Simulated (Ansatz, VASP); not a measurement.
## One calculation of Au, two programs

```
Au
1.0
     1.41131   -2.55593    0.00000
     1.41131    2.55593    0.00000
     0.00000    0.00000    4.89317
Au
2
Direct
  0.33467 0.66533 0.25000
  0.66533 0.33467 0.75000
```

Alike in both runs: functional PBEsol; k mesh 8 × 8 × 4; occupations fermi-dirac, width 0.05 eV; non-collinear spin, spin-orbit coupling.

|  | VASP | Ansatz |
| --- | --- | --- |
| version | VASP 6.6.1 | Ansatz 0.2.0 |
| potentials or method | VASP PAW PBE potentials, release 64 (Au), cutoff 520 eV | all-electron LAPW, relativistic spinors |
| task | single point | band structure |

Ansatz gave:

```
pressure (GPa)                                                : -6.3
traceless stress, the component that is largest in VASP (GPa) : 1.70
rms of the force components (eV/Å)                            : 0.004
net moment per atom (μB)                                      : 0.00
```

**Question.** What did VASP give for the same quantities?

**Answer.** Pressure (GPa): -6.2; traceless stress, the component that is largest in VASP (GPa): 1.79; rms of the force components (eV/Å): 0.005; net moment per atom (μB): 0.00.

VASP's potentials were made for PBE, not for PBEsol. Atom by atom the forces differ by 0.002 eV/Å (rms over components). Ansatz ran all-electron here, and VASP with PAW potentials.

Noted on Ansatz's run: the k mesh is thin for a metal, which can move the energy by tens of meV per atom.
